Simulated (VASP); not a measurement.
# MgO (P6_3mc) in VASP: a series of runs, part 2 of 2

VASP 6.6.1. The steps go on from the part before.

## 4. Single point, PBEsol

This run uses another cell than the first one, of the same volume but with other edges.

INCAR

```
SYSTEM = MgO
ALGO = Normal
EDIFF = 1E-6
ENCUT = 520
GGA = PS
ISIF = 2
ISMEAR = 0
LASPH = .True.
LCHARG = .False.
LREAL = .False.
LWAVE = .False.
NBANDS = 16
NELM = 80
PREC = Accurate
SIGMA = 0.05
```

KPOINTS

```
k-points
0
Gamma
  9 9 6
  0 0 0
```

POSCAR

```
MgO
1.0
    3.1300000000      0.0000000000      0.0000000000
   -1.5650000000      2.7106595138      0.0000000000
    0.0000000000      0.0000000000      5.4209000000
Mg O
2 2
Direct
    0.3333333333      0.6666666667      0.0036583380
    0.6666666667      0.3333333333      0.5036583380
    0.3333333333      0.6666666667      0.4009416620
    0.6666666667      0.3333333333      0.9009416620
```

On the command line:

```console
> cat potpaw_PBE.64/Mg/POTCAR potpaw_PBE.64/O/POTCAR > POTCAR
> mpirun -np 1 vasp_std > vasp.out
```

It took 24 s on 1 thread of Intel Xeon Platinum 8488C (Sapphire Rapids), shared host; peak memory 0.18 GiB.

It converged, with:

| Item | Value |
| --- | --- |
| Free energy | -24.1827 eV |
| Pressure | 8.4 GPa |
| Largest force | 1.029 eV/Å |
| Band gap on the k mesh | 3.74 eV, direct |

Forces in eV/Å, atoms in the order of the input:
```
Mg   0.000  0.000  1.029
Mg   0.000  0.000  1.029
O    0.000  0.000 -1.029
O    0.000  0.000 -1.029
```

Stress tensor (GPa, compression positive):
```
17.39  0.00  0.00
 0.00 17.39  0.00
 0.00  0.00 -9.55
```

Levels at points of the mesh, in eV from the valence-band top:
```csv
k point,band 5,band 6,band 7,band 8,band 9,band 10,band 11,band 12
"(0.00, 0.00, 0.00)",-0.21,-0.04,-0.04,0.00,3.74,9.19,9.89,15.62
"(0.00, 0.00, 0.50)",-0.12,-0.12,-0.12,-0.12,6.25,6.25,12.80,12.80
```

Caveat: the PAW data sets were made with another functional, which shifts forces and pressure a little. A k mesh can miss the band edges.

## 5. Single point, PBEsol

This run uses another cell than the first one, of 11.68 Å³/atom, 1.017 times its volume.

INCAR

```
SYSTEM = MgO
PREC = Accurate ; ENCUT = 520
EDIFF = 1E-6 ; ISMEAR = 0
SIGMA = 0.05 ; LREAL = .FALSE.
LASPH = .TRUE. ; NELM = 100
ALGO = Normal ; ISIF = 2
LWAVE = .FALSE. ; LCHARG = .FALSE.
GGA = PS ; NBANDS = 16
```

KPOINTS

```
regular mesh
0
G
  9 9 6
  0 0 0
```

POSCAR

```
MgO
1.0
    3.2457000000      0.0000000000      0.0000000000
   -1.6228500000      2.8108586531      0.0000000000
    0.0000000000      0.0000000000      5.1198000000
Mg O
2 2
Direct
    0.3333333333      0.6666666667      0.0036583380
    0.6666666667      0.3333333333      0.5036583380
    0.3333333333      0.6666666667      0.4009416620
    0.6666666667      0.3333333333      0.9009416620
```

Potentials or basis: VASP PAW PBE potentials, release 64 (Mg, O).

On the command line:

```console
> cat potpaw_PBE.64/Mg/POTCAR potpaw_PBE.64/O/POTCAR > POTCAR
> mpirun -np 1 vasp_std > vasp.out
```

OUTCAR:

```text
SYSTEM = MgO
   PREC = Accurate
   ENCUT = 520
   EDIFF = 1E-6
   ISMEAR = 0
   LREAL = .FALSE.
   LASPH = .TRUE.
   NELM = 100
   ISIF = 2
   GGA = PS

 ion  position               nearest neighbor table
   1  0.333  0.667  0.004-   4 1.95   4 1.95   4 1.95   3 2.03   2 3.17   2 3.17   2 3.17   2 3.17
                             2 3.17   2 3.17
   2  0.667  0.333  0.504-   3 1.95   3 1.95   3 1.95   4 2.03   1 3.17   1 3.17   1 3.17   1 3.17
                             1 3.17   1 3.17
   3  0.333  0.667  0.401-   2 1.95   2 1.95   2 1.95   1 2.03
   4  0.667  0.333  0.901-   1 1.95   1 1.95   1 1.95   2 2.03

[... 660 lines left out ...]
  -------------------------------------------------------------------------------------
  Total        1.4370484      1.4370484     -0.8226798      0.0000000      0.0000000     -0.0000000
  in kB       49.2925849     49.2925849    -28.2189618      0.0000000      0.0000000     -0.0000000
  external PRESSURE =      23.4554027 kB  Pullay stress =       0.0000000 kB

 VOLUME and BASIS-vectors are now :
 -----------------------------------------------------------------------------
  energy-cutoff  :      520.00
  volume of cell :       46.71
      direct lattice vectors                 reciprocal lattice vectors
     3.245700000  0.000000000  0.000000000     0.308099948  0.177881588  0.000000000
    -1.622850000  2.810858653  0.000000000     0.000000000  0.355763175  0.000000000
     0.000000000  0.000000000  5.119800000     0.000000000  0.000000000  0.195320130

 POSITION                                       TOTAL-FORCE (eV/Angst)
 -----------------------------------------------------------------------------------
     -0.00000      1.87391      0.01873         0.000000     -0.000000      0.352618
      1.62285      0.93695      2.57863        -0.000000      0.000000      0.352618
     -0.00000      1.87391      2.05274         0.000000     -0.000000     -0.352618
      1.62285      0.93695      4.61264        -0.000000      0.000000     -0.352618
 -----------------------------------------------------------------------------------
    total drift:                               -0.000000      0.000000      0.000338

  FREE ENERGIE OF THE ION-ELECTRON SYSTEM (eV)
  ---------------------------------------------------
  free  energy   TOTEN  =       -24.5174987218 eV

  energy  without entropy=      -24.5174987218  energy(sigma->0) =      -24.51749872
```

Wall time 21 s (1 thread of Intel Xeon Platinum 8488C (Sapphire Rapids), shared host); peak memory 0.17 GiB.

What came out:

```
Free energy            : -24.5175 eV
Pressure               : 2.3 GPa
Largest force          : 0.353 eV/Å
Band gap on the k mesh : 3.50 eV, direct
```

Forces in eV/Å, atoms in the order of the input:
```
Mg   0.000  0.000  0.353
Mg   0.000  0.000  0.353
O    0.000  0.000 -0.353
O    0.000  0.000 -0.353
```

Caveat: the PAW data sets were made with another functional, which shifts forces and pressure a little.

## 6. Single point, PBEsol

This run uses another cell than the first one, of 10.60 Å³/atom, 0.923 times its volume.

INCAR

```
SYSTEM = MgO
ALGO = Normal ; EDIFF = 1E-6
ENCUT = 520 ; GGA = PS
ISIF = 2 ; ISMEAR = 0
LASPH = .True. ; LCHARG = .False.
LREAL = .False. ; LWAVE = .False.
NBANDS = 16 ; NELM = 80
PREC = Accurate ; SIGMA = 0.05
```

KPOINTS

```
k-points
0
Gamma
  9 9 6
  0 0 0
```

POSCAR

```
MgO
1.0
    3.1878000000      0.0000000000      0.0000000000
   -1.5939000000      2.7607157822      0.0000000000
    0.0000000000      0.0000000000      4.8186000000
Mg O
2 2
Direct
    0.3333333333      0.6666666667      0.0036583380
    0.6666666667      0.3333333333      0.5036583380
    0.3333333333      0.6666666667      0.4009416620
    0.6666666667      0.3333333333      0.9009416620
```

Potentials or basis: VASP PAW PBE potentials, release 64 (Mg, O).

On the command line:

```console
> cat potpaw_PBE.64/Mg/POTCAR potpaw_PBE.64/O/POTCAR > POTCAR
> mpirun -np 1 vasp_std > vasp.out
```

It took 16 s on 1 thread of AMD EPYC 9R45 (Zen 5), shared host; peak memory 0.13 GiB.

The run converged. Its results:

- Free energy: -24.3101 eV
- Pressure: 16.8 GPa
- Largest force: 0.193 eV/Å
- Band gap on the k mesh: 3.98 eV, direct

Forces on the atoms (eV/Å):
```
Mg   0.000  0.000 -0.193
Mg   0.000  0.000 -0.193
O    0.000  0.000  0.193
O    0.000  0.000  0.193
```

Stress tensor (GPa, compression positive):
```
17.16  0.00  0.00
 0.00 17.16  0.00
 0.00  0.00 16.21
```

Levels at points of the mesh, in eV from the valence-band top:
```csv
k point,band 6,band 7,band 8,band 9,band 10,band 11
"(0.00, 0.00, 0.00)",-0.47,-0.47,0.00,3.98,9.21,11.09
"(0.00, 0.00, 0.50)",-0.65,-0.65,-0.65,6.58,6.58,14.04
```

Caveat: the PAW data sets were made with another functional, which shifts forces and pressure a little. Expect the measured gap to be larger: semilocal functionals such as PBEsol lack the derivative discontinuity.

## 7. Summary

```tsv
cell	gap on the mesh (eV)	pressure (GPa)	largest force (eV/Å)
a = 3.188, b = 3.188, c = 5.220 Å, angles 90.0, 90.0, 120.0°, 4 atoms	3.66	5.9	0.68
a = 3.303, b = 3.303, c = 4.919 Å, angles 90.0, 90.0, 120.0°, 4 atoms	3.43	2.1	0.25
a = 3.130, b = 3.130, c = 5.421 Å, angles 90.0, 90.0, 120.0°, 4 atoms	3.74	8.4	1.03
a = 3.246, b = 3.246, c = 5.120 Å, angles 90.0, 90.0, 120.0°, 4 atoms	3.50	2.3	0.35
a = 3.188, b = 3.188, c = 4.819 Å, angles 90.0, 90.0, 120.0°, 4 atoms	3.98	16.8	0.19
```

Alike in all rows: task single point; level PBEsol; potentials or basis VASP PAW PBE potentials, release 64 (Mg, O); no spin polarisation; k mesh 9 × 9 × 6; cutoff (eV) 520; smearing gaussian 0.05 eV.

Caveats: the PAW data sets were made with another functional, which shifts forces and pressure a little.

Absolute energies hang on the potentials; compare differences alone.
